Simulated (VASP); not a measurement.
Write the native input for VASP 6.6.1 that does the following.

| Quantity | Value |
| --- | --- |
| Task | single point |
| Functional | PBE |
| Potentials or basis | VASP PAW PBE potentials, release 64 (Cu, O) |
| Cutoff | 520 eV |
| k mesh | 9 × 4 × 4 |
| Occupations | fermi-dirac, width 0.05 eV |
| Spin | no spin polarisation |
| Dipole correction | no |
| Further INCAR settings | ALGO = Normal; EDIFF = 1e-06; NBANDS = 18 |

The structure of CuO2 lies in POSCAR:

```
CuO2
1.0
    2.4212910000      0.0000000000      0.0000000000
    0.0000000000      6.4459520000      0.0000000000
    0.0000000000      0.0000000000      7.0670430000
Cu O
1 2
Direct
    0.0000000000      0.5000000000      0.0000000000
    0.0000000000      0.5000000000      0.4124350000
    0.0000000000      0.5000000000      0.5875650000
```

The input as run:

INCAR

```
  PREC = Accurate
  ENCUT = 520
  EDIFF = 1E-6
  ISMEAR = -1
  SIGMA = 0.05
  LREAL = False
  LASPH = True
  NELM = 100
  ALGO = Normal
  ISIF = 2
  LWAVE = False
  LCHARG = False
  GGA = PE
  NBANDS = 18
```

KPOINTS

```
Automatic mesh
0
Gamma
  9 4 4
```

Potentials or basis: VASP PAW PBE potentials, release 64 (Cu, O).

Run with:

```bash
$ cat potpaw_PBE.64/Cu/POTCAR potpaw_PBE.64/O/POTCAR > POTCAR
$ mpirun -np 1 vasp_std > vasp.out
```

It gave:

| Quantity | Value |
| --- | --- |
| Pressure | -0.5 GPa |
| Largest force | 0.400 eV/Å |

Caveat: the standard files for N, O and F lose accuracy on very short bonds; an odd number of electrons without spin polarisation forces a metal; a magnetic or distorted state may lie lower.

It took 64 s on 1 thread of Intel(R) Xeon(R) 6975P-C (Granite Rapids), with other jobs on the host, peak memory 0.25 GiB.
